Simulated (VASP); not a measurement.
Wanted: the native input for a VASP 6.6.1 run.

```
Task                   : relaxation of cell and atoms
Functional             : PBEsol
Potentials or basis    : VASP PAW PBE potentials, release 64 (Cu)
Cutoff                 : 600 eV
k mesh                 : 11 × 11 × 3
Occupations            : methfessel-paxton, width 0.1 eV
Spin                   : no spin polarisation
Dipole correction      : no
Further INCAR settings : ALGO = Normal; EDIFF = 1e-06; IBRION = 2; EDIFFG = -0.01; NSW = 80; ISIF = 3
```

The structure of Cu lies in POSCAR:

```
Cu
1.0
    2.5307640300      0.0000000000      0.0000000000
   -1.2653820150      2.1917059410      0.0000000000
    0.0000000000      0.0000000000      8.2618150800
Cu
4
Direct
    0.0000000000      0.0000000000      0.0000000000
    0.0000000000      0.0000000000      0.5000000000
    0.3333333333      0.6666666667      0.2500000000
    0.6666666667      0.3333333333      0.7500000000
```

These files were run (other wordings do the same):

INCAR

```
ALGO = Normal ; EDIFF = 1E-6
EDIFFG = -0.01 ; ENCUT = 600
GGA = PS ; IBRION = 2
ISIF = 3 ; ISMEAR = 1
LASPH = True ; LCHARG = False
LREAL = False ; LWAVE = False
NELM = 60 ; NSW = 80
PREC = Accurate ; SIGMA = 0.1
```

KPOINTS

```
k-points
0
Gamma
  11 11 3
```

Potentials or basis: VASP PAW PBE potentials, release 64 (Cu).

The run is started by

```bash
$ cat potpaw_PBE.64/Cu/POTCAR > POTCAR
$ mpirun -np 1 vasp_std > vasp.out
```

It gave:

```yaml
Relaxed_volume: 11.35 Å³/atom
Relaxed_cell: a = 2.518 Å, b = 2.518 Å, c = 8.268 Å, α = 90.00°, β = 90.00°, γ = 120.00°
Space_group_after_relaxing_to_0.05_Å: P6_3/mmc (No. 194)
Energy_gained_by_relaxing: 0.8 meV/atom
Ionic_steps: 8
Pressure_after_relaxing: 0.0 GPa
Band_gap_on_the_k_mesh: zero (band 22 reaches 10.61 eV, above the bottom of band 23 at 6.12 eV)
```

Caveat: the PAW data sets were made with another functional, which shifts forces and pressure a little.

Run time: 3.1 min on 1 thread of AMD EPYC 7R13 Processor (Zen 3), with other jobs on the host, peak memory 0.16 GiB.
